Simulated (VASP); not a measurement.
# Rb2As (Fd-3m) in VASP: relaxation of cell and atoms with PBE

Aim: the relaxation of cell and atoms of Rb2As with PBE.

Everything below comes from runs of VASP 6.6.1. Logs are shortened: lines on timing, memory, paths and dates and some standing lists are left out, and cuts for length are marked.

**1. The cell of the first run**

The structure is cubic, space group Fd-3m (No. 227). The conventional cell has a = 9.789 Å, b = 9.789 Å, c = 9.789 Å, α = 90.00°, β = 90.00°, γ = 90.00°. Rb (site symmetry -3m) has 6 Rb at 3.46 Å and 6 As at 4.06 Å within 4.5 Å. As (site symmetry -43m) has 12 Rb at 4.06 Å and 4 As at 4.24 Å within 5.3 Å.

**2. Relaxation of cell and atoms, PBE**

Contents of INCAR:

```
  PREC = Accurate
  ENCUT = 600
  EDIFF = 1E-6
  ISMEAR = 0
  SIGMA = 0.1
  LREAL = F
  LASPH = T
  NELM = 60
  ALGO = Fast
  ISIF = 3
  LWAVE = F
  LCHARG = F
  GGA = PE
  IBRION = 2
  NSW = 100
  EDIFFG = -0.01
```

Contents of KPOINTS:

```
regular mesh
0
Gamma
  8 8 8
```

Contents of POSCAR:

```
Rb2As
1.0
    0.0000000000      4.8943427597      4.8943427597
    4.8943427597      0.0000000000      4.8943427597
    4.8943427597      4.8943427597      0.0000000000
Rb As
4 2
Direct
    0.6250000000      0.6250000000      0.6250000000
    0.1250000000      0.6250000000      0.6250000000
    0.6250000000      0.6250000000      0.1250000000
    0.6250000000      0.1250000000      0.6250000000
    0.0000000000      0.0000000000      0.0000000000
    0.2500000000      0.2500000000      0.2500000000
```

Potentials or basis: VASP PAW PBE potentials, release 64 (Rb_sv, As).

On the command line:

```sh
$ cat potpaw_PBE.64/Rb_sv/POTCAR potpaw_PBE.64/As/POTCAR > POTCAR
$ mpirun -np 1 vasp_std > vasp.out
```

OUTCAR:

```text
PREC = Accurate
   ENCUT = 600
   EDIFF = 1E-6
   ISMEAR = 0
   LREAL = F
   LASPH = T
   NELM = 60
   ISIF = 3
   GGA = PE
   IBRION = 2
   NSW = 100
   EDIFFG = -0.01

 ion  position               nearest neighbor table
   1  0.625  0.625  0.625-   2 3.46   3 3.46   4 3.46   3 3.46   4 3.46   2 3.46   6 4.06   5 4.06
                             6 4.06   5 4.06   6 4.06   5 4.06
   2  0.125  0.625  0.625-   1 3.46   3 3.46   4 3.46   1 3.46   3 3.46   4 3.46   5 4.06   6 4.06
                             5 4.06   6 4.06   6 4.06   5 4.06
   3  0.625  0.625  0.125-   1 3.46   1 3.46   2 3.46   4 3.46   4 3.46   2 3.46   6 4.06   5 4.06
                             6 4.06   5 4.06   6 4.06   5 4.06
   4  0.625  0.125  0.625-   1 3.46   3 3.46   1 3.46   2 3.46   3 3.46   2 3.46   6 4.06   5 4.06
                             6 4.06   5 4.06   6 4.06   5 4.06
   5  0.000  0.000  0.000-   3 4.06   4 4.06   2 4.06   3 4.06   2 4.06   4 4.06   1 4.06   1 4.06
                             1 4.06   2 4.06   3 4.06   4 4.06
   6  0.250  0.250  0.250-   2 4.06   4 4.06   2 4.06   3 4.06   3 4.06   4 4.06   1 4.06   4 4.06
                             1 4.06   1 4.06   2 4.06   3 4.06

  LATTYP: Found a face centered cubic cell.
 ALAT       =     9.7886855194

  Lattice vectors:

 A1 = (   0.0000000000,   4.8943427597,   4.8943427597)
 A2 = (   4.8943427597,   0.0000000000,   4.8943427597)
 A3 = (   4.8943427597,   4.8943427597,   0.0000000000)

Analysis of symmetry for initial positions (statically):
=====================================================================
 Subroutine PRICEL returns:
 Original cell was already a primitive cell.

 Routine SETGRP: Setting up the symmetry group for a
 face centered cubic supercell.

 Subroutine GETGRP returns: Found 48 space group operations
 (whereof 24 operations were pure point group operations)
 out of a pool of 48 trial point group operations.

The static configuration has the point symmetry T_d .
 The point group associated with its full space group is O_h .

Analysis of symmetry for dynamics (positions and initial velocities):
=====================================================================
 Subroutine PRICEL returns:
 Original cell was already a primitive cell.

 Routine SETGRP: Setting up the symmetry group for a
 face centered cubic supercell.

 Subroutine GETGRP returns: Found 48 space group operations
 (whereof 24 operations were pure point group operations)
 out of a pool of 48 trial point group operations.

The dynamic configuration has the point symmetry T_d .
 The point group associated with its full space group is O_h .

 Subroutine INISYM returns: Found 48 space group operations
 (whereof 24 operations are pure point group operations),
 and found     1 'primitive' translations

----------------------------------------------------------------------------------------

                                     Primitive cell

  volume of cell :     234.4840

  direct lattice vectors                    reciprocal lattice vectors
     0.000000000  4.894342760  4.894342760    -0.102158763  0.102158763  0.102158763
     4.894342760  0.000000000  4.894342760     0.102158763 -0.102158763  0.102158763
     4.894342760  4.894342760  0.000000000     0.102158763  0.102158763 -0.102158763

  length of vectors
     6.921645910  6.921645910  6.921645910     0.176944167  0.176944167  0.176944167

  position of ions in fractional coordinates (direct lattice)
     0.625000000  0.625000000  0.625000000
     0.125000000  0.625000000  0.625000000
     0.625000000  0.625000000  0.125000000
     0.625000000  0.125000000  0.625000000
     0.000000000  0.000000000  0.000000000
     0.250000000  0.250000000  0.250000000

  ion indices of the primitive-cell ions
   primitive index   ion index
                 1           1
                 2           2
                 3           3
                 4           4
                 5           5
                 6           6

----------------------------------------------------------------------------------------

 KPOINTS: regular mesh

Automatic generation of k-mesh.
 Grid dimensions read from file:
 generate k-points for:    8    8    8

 Generating k-lattice:

  Cartesian coordinates                     Fractional coordinates (reciprocal lattice)
    -0.012769845  0.012769845  0.012769845     0.125000000  0.000000000  0.000000000
     0.012769845 -0.012769845  0.012769845     0.000000000  0.125000000  0.000000000
     0.012769845  0.012769845 -0.012769845     0.000000000  0.000000000  0.125000000

  Length of vectors
     0.022118021  0.022118021  0.022118021

  Shift w.r.t. Gamma in fractional coordinates (k-lattice)
     0.000000000  0.000000000  0.000000000

 Subroutine IBZKPT returns following result:
 ===========================================

 Found     29 irreducible k-points:

 Following reciprocal coordinates:
            Coordinates               Weight
  0.000000  0.000000  0.000000      1.000000
  0.125000  0.000000  0.000000      8.000000
  0.250000  0.000000  0.000000      8.000000
  0.375000  0.000000  0.000000      8.000000
  0.500000  0.000000  0.000000      4.000000
  0.125000  0.125000  0.000000      6.000000
[... 16 lines left out ...]
  0.500000  0.250000  0.125000     48.000000
 -0.375000  0.250000  0.125000     24.000000
 [... further k-points ...]
   k-points           NKPTS =     29   k-points in BZ     NKDIM =     29   number of bands    NBANDS=     27
   number of dos      NEDOS =    301   number of ions     NIONS =      6
   total plane-waves  NPLWV = 175616
   dimension x,y,z NGX =    56 NGY =   56 NGZ =   56
   dimension x,y,z NGXF=   112 NGYF=  112 NGZF=  112
   ions per type =               4   2
   NGX,Y,Z   is equivalent  to a cutoff of  13.45, 13.45, 13.45 a.u.
   NGXF,Y,Z  is equivalent  to a cutoff of  26.90, 26.90, 26.90 a.u.
 SYSTEM =  unknown system
   PREC   = accura    normal or accurate (medium, high low for compatibility)
   ISTART =      0    job   : 0-new  1-cont  2-samecut
   ICHARG =      2    charge: 1-file 2-atom 10-const
   ISPIN  =      1    spin polarized calculation?
   LNONCOLLINEAR =      F non collinear calculations
   LSORBIT =      F    spin-orbit coupling
   LASPH  =      T    aspherical Exc in radial PAW
   ENCUT  =  600.0 eV  44.10 Ry    6.64 a.u.  13.82 13.82 13.82*2*pi/ulx,y,z
   NELM   =     60;   NELMIN=  2; NELMDL= -5     # of ELM steps
   EDIFF  = 0.1E-05   stopping-criterion for ELM
   LREAL  =      F    real-space projection
   EDIFFG = -.1E-01   stopping-criterion for IOM
   NSW    =    100    number of steps for IOM
   IBRION =      2    ionic relax: 0-MD 1-quasi-New 2-CG
   NFREE  =      1    steps in history (QN), initial steepest desc. (CG)
   ISIF   =      3    stress and relaxation
   ISYM   =      2    0-nonsym 1-usesym 2-fastsym
   POTIM  = 0.5000    time-step for ionic-motion
   TEBEG  =    0.0;   TEEND  =   0.0 temperature during run
   PSTRESS=    0.0 pullay stress
   NELECT =      46.0000    total number of electrons
   NUPDOWN=      -1.0000    fix difference up-down
   EMIN   =  10.00;   EMAX   =-10.00  energy-range for DOS
   EFERMI =   0.00;   METHOD = LEGACY
   ISMEAR =     0;   SIGMA  =   0.10  broadening in eV -4-tet -1-fermi 0-gaus
   EFERMI_NEDOS =   21; number of points for ismear=-14 and -15
   IALGO  =     68    algorithm
   IMIX   =      4    mixing-type and parameters
     AMIX     =   0.40;   BMIX     =  1.00
     AMIX_MAG =   1.60;   BMIX_MAG =  1.00
  volume/ion in A,a.u.               =      39.08       263.73
  Fermi-wavevector in a.u.,A,eV,Ry     =   0.951239  1.797581 12.311313  0.904856
  Thomas-Fermi vector in A             =   2.079691
   LORBIT       =      0    0 simple, 1 ext, 2 COOP (PROOUT), +10 PAW based schemes
   GGA     = PE    functional components
   LHFCALC =     F    Hartree Fock is set to
   AEXX    =    0.0000 exact exchange contribution
   IVDW    =     0    specifies the selected vdW correction
   LEPSILON=     F    determine dielectric tensor
   LRPA    =     F    only Hartree local field effects (RPA)
 conjugate gradient relaxation of ions
 non-spin polarized calculation
 RMM-DIIS sequential band-by-band and
 Gauss-broadening in eV      SIGMA  =   0.10
  energy-cutoff  :      600.00
  volume of cell :      234.48
 maximum number of plane-waves:      7880
   NGX = 27   NGY = 27   NGZ = 27

--------------------------------------- Ionic step        1  -------------------------------------------

 number of electron      45.9999999 magnetization

 Free energy of the ion-electron system (eV)
  ---------------------------------------------------
  ext. energy  EPLUGINS =         0.00000000
  ---------------------------------------------------
  free energy    TOTEN  =       -10.48262181 eV

  energy without entropy =      -10.42407675  energy(sigma->0) =      -10.45334928

------------------------ aborting loop because EDIFF is reached ----------------------------------------

  FORCE on cell =-STRESS in cart. coord.  units (eV):
  Direction    XX          YY          ZZ          XY          YZ          ZX
  --------------------------------------------------------------------------------------
  -------------------------------------------------------------------------------------
  Total        0.0996414      0.0996414      0.0996414      0.0000000     -0.0000000      0.0000000
  in kB        0.6808275      0.6808275      0.6808275      0.0000000     -0.0000000      0.0000000
  external PRESSURE =       0.6808275 kB  Pullay stress =       0.0000000 kB
[... 65 lines left out ...]
  energy  without entropy=      -10.4241954571  energy(sigma->0) =      -10.45350845

--------------------------------------- Ionic step        3  -------------------------------------------

 number of electron      45.9999999 magnetization

 Free energy of the ion-electron system (eV)
  ---------------------------------------------------
  ext. energy  EPLUGINS =         0.00000000
  ---------------------------------------------------
  free energy    TOTEN  =       -10.48297609 eV

  energy without entropy =      -10.42418693  energy(sigma->0) =      -10.45358151

 E-fermi :   1.6473     XC(G=0):  -7.8071

 val. band max:        1.6403168802   @ k =  -0.3750   0.2500   0.0000
 cond. band min:       1.6726788611   @ k =   0.2500   0.1250   0.0000
 fundamental gap:      0.0323619809
 Fermi energy:         1.6473306402

 k-point     1 :       0.0000    0.0000    0.0000
  band No.  band energies     occupation
      1     -27.5594      2.00000
      2     -27.3054      2.00000
      3     -27.3054      2.00000
      4     -27.3054      2.00000
      5     -13.0541      2.00000
      6     -11.9672      2.00000
[... 709 lines left out ...]
     26       3.8305      0.00000
     27       4.1427      0.00000

 [... further k-points ...]

------------------------ aborting loop because EDIFF is reached ----------------------------------------

  FORCE on cell =-STRESS in cart. coord.  units (eV):
  Direction    XX          YY          ZZ          XY          YZ          ZX
  --------------------------------------------------------------------------------------
  -------------------------------------------------------------------------------------
  Total       -0.0037484     -0.0037484     -0.0037484      0.0000000      0.0000000      0.0000000
  in kB       -0.0254285     -0.0254285     -0.0254285      0.0000000      0.0000000      0.0000000
  external PRESSURE =      -0.0254285 kB  Pullay stress =       0.0000000 kB
[... 21 lines left out ...]
  FREE ENERGIE OF THE ION-ELECTRON SYSTEM (eV)
  ---------------------------------------------------
  free  energy   TOTEN  =       -10.4829760922 eV

  energy  without entropy=      -10.4241869342  energy(sigma->0) =      -10.45358151

 reached required accuracy - stopping structural energy minimisation
```

It took 7.8 min on 1 thread of Intel Xeon 6975P-C (Granite Rapids), shared host; peak memory 0.58 GiB.

What came out:

* Free energy: -10.4830 eV
* Relaxed volume: 39.36 Å³/atom
* Relaxed cell: a = 6.938 Å, b = 6.938 Å, c = 6.938 Å, α = 60.00°, β = 60.00°, γ = 60.00°
* Space group after relaxing (to 0.1 Å): Fd-3m (No. 227)
* Energy gained by relaxing: 0.1 meV/atom
* Ionic steps: 3
* Pressure after relaxing: 0.0 GPa
* Band gap on the k mesh: zero (bands 23 and 24 overlap by 0.31 eV)

Step by step:
| step | energy change (eV) | largest force (eV/Å) | pressure (GPa) | volume (Å³) |
| --- | --- | --- | --- | --- |
| 1 | 0.0000 | 0.0000 | 0.07 | 234.48 |
| 2 | -0.0002 | 0.0000 | 0.05 | 235.05 |
| 3 | -0.0004 | 0.0000 | 0.00 | 236.18 |

Final structure:
```cif
data_structure
_symmetry_space_group_name_H-M 'P 1'
_symmetry_Int_Tables_number 1
_cell_length_a 6.9383
_cell_length_b 6.9383
_cell_length_c 6.9383
_cell_angle_alpha 60.000
_cell_angle_beta 60.000
_cell_angle_gamma 60.000
_cell_volume 236.18
loop_
_atom_site_label
_atom_site_type_symbol
_atom_site_fract_x
_atom_site_fract_y
_atom_site_fract_z
_atom_site_occupancy
Rb1 Rb 0.62500 0.62500 0.62500 1
Rb2 Rb 0.12500 0.62500 0.62500 1
Rb3 Rb 0.62500 0.62500 0.12500 1
Rb4 Rb 0.62500 0.12500 0.62500 1
As1 As 0.00000 0.00000 0.00000 1
As2 As 0.25000 0.25000 0.25000 1
```

The gap in the log of VASP goes by the Fermi energy; the results here count the filled bands.